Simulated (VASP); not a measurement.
# TmB3Au (R3m) in VASP: single point with PBE

Aim: the single point of TmB3Au with PBE.

All numbers are computed with VASP 6.6.1; they aren't measurements. Logs are shortened: lines on timing, memory, paths and dates and some standing lists are left out, and cuts for length are marked.

## 1. The cell of the first run

Symmetry: R3m, No. 160, trigonal system. Conventional cell: a = 5.317 Å, b = 5.317 Å, c = 8.138 Å, α = 90.00°, β = 90.00°, γ = 120.00°. Within 3.6 Å of Tm (site symmetry 3m) lie 12 B at 2.72 to 3.40 Å and 4 Au at 3.05 to 3.09 Å. B (site symmetry m) has 2 B at 1.65 Å and 1 Au at 2.15 Å within 2.2 Å. Au (site symmetry 3m) has 6 B at 2.15 to 2.52 Å within 2.8 Å.

The cell was generated, and may not be a known phase.

## 2. Single point, PBE

INCAR

```
ALGO = Normal
EDIFF = 1E-6
ENCUT = 500
GGA = PE
GGA_COMPAT = False
ISIF = 2
ISMEAR = 0
LASPH = True
LCHARG = False
LMAXMIX = 6
LREAL = False
LWAVE = False
NBANDS = 22
NELM = 200
PREC = Accurate
SIGMA = 0.1
```

KPOINTS

```
k-points
0
Gamma
  12 12 12
```

POSCAR

```
TmB3Au
1.0
    2.6583942492      1.5348246353      2.7127000883
   -2.6583942492      1.5348246353      2.7127000883
    0.0000000000     -3.0696492707      2.7127000883
Tm B Au
1 3 1
Direct
    0.0279804717      0.0279804717      0.0279804717
    0.8963657232      0.5852015600      0.5852015600
    0.5852015600      0.5852015600      0.8963657232
    0.5852015600      0.8963657232      0.5852015600
    0.4028260187      0.4028260187      0.4028260187
```

Potentials or basis: VASP PAW PBE potentials, release 64 (Tm_3, B, Au), 4f in core.

Started as:

```sh
$ cat potpaw_PBE.64/Tm_3/POTCAR potpaw_PBE.64/B/POTCAR potpaw_PBE.64/Au/POTCAR > POTCAR
$ mpirun -np 1 vasp_std > vasp.out
```

OUTCAR:

```text
EDIFF = 1E-6
   ENCUT = 500
   GGA = PE
   ISIF = 2
   ISMEAR = 0
   LASPH = True
   LREAL = False
   NELM = 200
   PREC = Accurate

 ion  position               nearest neighbor table
   1  0.028  0.028  0.028-   2 2.72   4 2.72   4 2.72   2 2.72   3 2.72   3 2.72   3 2.92   2 2.92
                             4 2.92   5 3.05   5 3.09   5 3.09   5 3.09
   2  0.896  0.585  0.585-   3 1.65   4 1.65   5 2.15   5 2.52   1 2.72   1 2.72   1 2.92
   3  0.585  0.585  0.896-   2 1.65   4 1.65   5 2.15   5 2.52   1 2.72   1 2.72   1 2.92
   4  0.585  0.896  0.585-   3 1.65   2 1.65   5 2.15   5 2.52   1 2.72   1 2.72   1 2.92
   5  0.403  0.403  0.403-   3 2.15   4 2.15   2 2.15   4 2.52   2 2.52   3 2.52   1 3.05   1 3.09
                             1 3.09   1 3.09

  LATTYP: Found a trigonal (rhomboedric) cell.
 ALAT       =     4.0965215018
 COS(alpha) =     0.1577552825

  Lattice vectors:

 A1 = (   2.6583942492,   1.5348246353,   2.7127000883)
 A2 = (  -2.6583942492,   1.5348246353,   2.7127000883)
 A3 = (   0.0000000000,  -3.0696492707,   2.7127000883)

Analysis of symmetry for initial positions (statically):
=====================================================================
 Subroutine PRICEL returns:
 Original cell was already a primitive cell.

 Routine SETGRP: Setting up the symmetry group for a
 trigonal (rhombohedral) supercell.

 Subroutine GETGRP returns: Found  6 space group operations
 (whereof  6 operations were pure point group operations)
 out of a pool of 12 trial point group operations.

The static configuration has the point symmetry C_3v.

Analysis of symmetry for dynamics (positions and initial velocities):
=====================================================================
 Subroutine PRICEL returns:
 Original cell was already a primitive cell.

 Routine SETGRP: Setting up the symmetry group for a
 trigonal (rhombohedral) supercell.

 Subroutine GETGRP returns: Found  6 space group operations
 (whereof  6 operations were pure point group operations)
 out of a pool of 12 trial point group operations.

The dynamic configuration has the point symmetry C_3v.

 Subroutine INISYM returns: Found  6 space group operations
 (whereof  6 operations are pure point group operations),
 and found     1 'primitive' translations

----------------------------------------------------------------------------------------

                                     Primitive cell

  volume of cell :      66.4096

  direct lattice vectors                    reciprocal lattice vectors
     2.658394249  1.534824635  2.712700088     0.188083464  0.108590039  0.122878801
    -2.658394249  1.534824635  2.712700088    -0.188083464  0.108590039  0.122878801
     0.000000000 -3.069649271  2.712700088     0.000000000 -0.217180078  0.122878801

  length of vectors
     4.096521502  4.096521502  4.096521502     0.249532334  0.249532334  0.249532334

  position of ions in fractional coordinates (direct lattice)
     0.027980472  0.027980472  0.027980472
     0.896365723  0.585201560  0.585201560
     0.585201560  0.585201560  0.896365723
     0.585201560  0.896365723  0.585201560
     0.402826019  0.402826019  0.402826019

  ion indices of the primitive-cell ions
   primitive index   ion index
                 1           1
                 2           2
                 3           3
                 4           4
                 5           5

----------------------------------------------------------------------------------------

 KPOINTS: k-points

Automatic generation of k-mesh.
 Grid dimensions read from file:
 generate k-points for:   12   12   12

 Generating k-lattice:

  Cartesian coordinates                     Fractional coordinates (reciprocal lattice)
     0.015673622  0.009049170  0.010239900     0.083333333  0.000000000  0.000000000
    -0.015673622  0.009049170  0.010239900     0.000000000  0.083333333  0.000000000
     0.000000000 -0.018098340  0.010239900    -0.000000000 -0.000000000  0.083333333

  Length of vectors
     0.020794361  0.020794361  0.020794361

  Shift w.r.t. Gamma in fractional coordinates (k-lattice)
     0.000000000  0.000000000  0.000000000

 Subroutine IBZKPT returns following result:
 ===========================================

 Found    189 irreducible k-points:

 Following reciprocal coordinates:
            Coordinates               Weight
  0.000000  0.000000  0.000000      1.000000
  0.083333  0.000000  0.000000      6.000000
  0.166667  0.000000  0.000000      6.000000
  0.250000  0.000000  0.000000      6.000000
  0.333333  0.000000  0.000000      6.000000
  0.416667  0.000000  0.000000      6.000000
[... 16 lines left out ...]
  0.500000  0.166667 -0.000000     12.000000
 -0.416667  0.166667 -0.000000     12.000000
 [... further k-points ...]
   k-points           NKPTS =    189   k-points in BZ     NKDIM =    189   number of bands    NBANDS=     22
   number of dos      NEDOS =    301   number of ions     NIONS =      5
   total plane-waves  NPLWV =  27000
   dimension x,y,z NGX =    30 NGY =   30 NGZ =   30
   dimension x,y,z NGXF=    60 NGYF=   60 NGZF=   60
   ions per type =               1   3   1
   NGX,Y,Z   is equivalent  to a cutoff of  12.17, 12.17, 12.17 a.u.
   NGXF,Y,Z  is equivalent  to a cutoff of  24.35, 24.35, 24.35 a.u.
 SYSTEM =  unknown system
   PREC   = accura    normal or accurate (medium, high low for compatibility)
   ISTART =      0    job   : 0-new  1-cont  2-samecut
   ICHARG =      2    charge: 1-file 2-atom 10-const
   ISPIN  =      1    spin polarized calculation?
   LNONCOLLINEAR =      F non collinear calculations
   LSORBIT =      F    spin-orbit coupling
   LASPH  =      T    aspherical Exc in radial PAW
   ENCUT  =  500.0 eV  36.75 Ry    6.06 a.u.   7.47  7.47  7.47*2*pi/ulx,y,z
   NELM   =    200;   NELMIN=  2; NELMDL= -5     # of ELM steps
   EDIFF  = 0.1E-05   stopping-criterion for ELM
   LREAL  =      F    real-space projection
[... 7 lines left out ...]
   TEBEG  =    0.0;   TEEND  =   0.0 temperature during run
   PSTRESS=    0.0 pullay stress
   NELECT =      29.0000    total number of electrons
   NUPDOWN=      -1.0000    fix difference up-down
   EMIN   =  10.00;   EMAX   =-10.00  energy-range for DOS
   EFERMI =   0.00;   METHOD = LEGACY
   ISMEAR =     0;   SIGMA  =   0.10  broadening in eV -4-tet -1-fermi 0-gaus
   EFERMI_NEDOS =   21; number of points for ismear=-14 and -15
   IALGO  =     38    algorithm
   IMIX   =      4    mixing-type and parameters
     AMIX     =   0.40;   BMIX     =  1.00
     AMIX_MAG =   1.60;   BMIX_MAG =  1.00
  volume/ion in A,a.u.               =      13.28        89.63
  Fermi-wavevector in a.u.,A,eV,Ry     =   1.242025  2.347087 20.988712  1.542627
  Thomas-Fermi vector in A             =   2.376398
   LORBIT       =      0    0 simple, 1 ext, 2 COOP (PROOUT), +10 PAW based schemes
   GGA     = PE    functional components
   LHFCALC =     F    Hartree Fock is set to
   AEXX    =    0.0000 exact exchange contribution
   IVDW    =     0    specifies the selected vdW correction
   LEPSILON=     F    determine dielectric tensor
   LRPA    =     F    only Hartree local field effects (RPA)
 non-spin polarized calculation
 Gauss-broadening in eV      SIGMA  =   0.10
  energy-cutoff  :      500.00
  volume of cell :       66.41
 maximum number of plane-waves:      1725
 NGX is ok and might be reduce to    30
   NGX = 15   NGY = 15   NGZ = 15

 number of electron      29.0000004 magnetization

 Free energy of the ion-electron system (eV)
  ---------------------------------------------------
  ext. energy  EPLUGINS =         0.00000000
  ---------------------------------------------------
  free energy    TOTEN  =       -28.54653041 eV

  energy without entropy =      -28.54015252  energy(sigma->0) =      -28.54334146

 E-fermi :   5.6277     XC(G=0): -11.3714

 val. band max:        5.6261620520   @ k =   0.4167   0.2500   0.0833
 cond. band min:       5.6462814886   @ k =  -0.3333   0.0833   0.0833
 fundamental gap:      0.0201194365
 Fermi energy:         5.6276994227

 k-point     1 :       0.0000    0.0000    0.0000
  band No.  band energies     occupation
      1     -19.4015      2.00000
      2     -19.2402      2.00000
      3     -19.2402      2.00000
      4      -6.4134      2.00000
      5      -1.4367      2.00000
      6      -1.4367      2.00000
[... 14 lines left out ...]
     21      11.9130      0.00000
     22      11.9133      0.00000

 k-point     2 :       0.0833    0.0000    0.0000
  band No.  band energies     occupation
      1     -19.4032      2.00000
      2     -19.2433      2.00000
      3     -19.2398      2.00000
      4      -6.3677      2.00000
      5      -1.5510      2.00000
      6      -1.4188      2.00000
[... 14 lines left out ...]
     21      11.5294      0.00000
     22      11.8726      0.00000

 k-point     3 :       0.1667    0.0000    0.0000
  band No.  band energies     occupation
      1     -19.4085      2.00000
      2     -19.2509      2.00000
      3     -19.2385      2.00000
      4      -6.2380      2.00000
      5      -1.7371      2.00000
      6      -1.3686      2.00000
[... 14 lines left out ...]
     21      11.2797      0.00000
     22      11.6892      0.00000

 k-point     4 :       0.2500    0.0000    0.0000
  band No.  band energies     occupation
      1     -19.4170      2.00000
      2     -19.2602      2.00000
      3     -19.2368      2.00000
      4      -6.0475      2.00000
      5      -1.9297      2.00000
      6      -1.2966      2.00000
[... 14 lines left out ...]
     21      11.5307      0.00000
     22      11.6128      0.00000

 k-point     5 :       0.3333    0.0000    0.0000
  band No.  band energies     occupation
      1     -19.4267      2.00000
      2     -19.2680      2.00000
      3     -19.2350      2.00000
      4      -5.8374      2.00000
      5      -2.1063      2.00000
      6      -1.2202      2.00000
[... 417 lines left out ...]
 k-point    22 :       0.4167    0.1667   -0.0000
  band No.  band energies     occupation
      1     -19.4387      2.00000
      2     -19.2744      2.00000
      3     -19.2402      2.00000
      4      -5.6235      2.00000
      5      -2.1252      2.00000
      6      -1.1031      2.00000
[... 14 lines left out ...]
     21      11.6857      0.00000
     22      12.2327      0.00000

 k-point    23 :       0.5000    0.1667   -0.0000
  band No.  band energies     occupation
      1     -19.4413      2.00000
      2     -19.2773      2.00000
      3     -19.2395      2.00000
      4      -5.5460      2.00000
      5      -2.1313      2.00000
      6      -1.0714      2.00000
[... 14 lines left out ...]
     21      11.6720      0.00000
     22      12.0931      0.00000

 k-point    24 :      -0.4167    0.1667   -0.0000
  band No.  band energies     occupation
      1     -19.4382      2.00000
      2     -19.2770      2.00000
      3     -19.2397      2.00000
      4      -5.5784      2.00000
      5      -2.0587      2.00000
      6      -1.0898      2.00000
[... 14 lines left out ...]
     21      11.6596      0.00000
     22      12.0262      0.00000

 [... further k-points ...]
[... 5 lines left out ...]
  --------------------------------------------------------------------------------------
  -------------------------------------------------------------------------------------
  Total        0.1364854      0.1364854     -0.0503895      0.0000000      0.0000000      0.0000000
  in kB        3.2928010      3.2928010     -1.2156804      0.0000000      0.0000000      0.0000000
  external PRESSURE =       1.7899739 kB  Pullay stress =       0.0000000 kB

 VOLUME and BASIS-vectors are now :
 -----------------------------------------------------------------------------
  energy-cutoff  :      500.00
  volume of cell :       66.41
      direct lattice vectors                 reciprocal lattice vectors
     2.658394249  1.534824635  2.712700088     0.188083464  0.108590039  0.122878801
    -2.658394249  1.534824635  2.712700088    -0.188083464  0.108590039  0.122878801
     0.000000000 -3.069649271  2.712700088     0.000000000 -0.217180078  0.122878801

 POSITION                                       TOTAL-FORCE (eV/Angst)
 -----------------------------------------------------------------------------------
      0.00000     -0.00000      0.22771         0.000000      0.000000     -0.008908
      0.82720      0.47758      5.60652         0.019791      0.011427      0.004412
      0.00000     -0.95516      5.60652         0.000000     -0.022853      0.004412
     -0.82720      0.47758      5.60652        -0.019791      0.011427      0.004412
      0.00000     -0.00000      3.27824         0.000000      0.000000     -0.004329
 -----------------------------------------------------------------------------------
    total drift:                               -0.000000      0.000000      0.000299

  FREE ENERGIE OF THE ION-ELECTRON SYSTEM (eV)
  ---------------------------------------------------
  free  energy   TOTEN  =       -28.5465304088 eV

  energy  without entropy=      -28.5401525198  energy(sigma->0) =      -28.54334146
```

Wall time 2 min (1 thread of Intel Xeon 6975P-C (Granite Rapids), shared host); peak memory 0.39 GiB.

Results:

```yaml
Free_energy: -28.5465 eV
Pressure: 0.2 GPa
Largest_force: 0.023 eV/Å
Band_gap_on_the_k_mesh: zero (an odd number of electrons rules out a gap without spin polarisation)
```

Forces in eV/Å, atoms in the order of the input:
```
Tm   0.000  0.000 -0.009
B    0.020  0.011  0.004
B    0.000 -0.023  0.004
B   -0.020  0.011  0.004
Au   0.000  0.000 -0.004
```

Caveat: spin-orbit coupling is left out, which moves the levels of the heavy elements; the 4f electrons are frozen in the core, so they carry no moment and show no levels.

The gap in the log of VASP goes by the Fermi energy; the results here count the filled bands.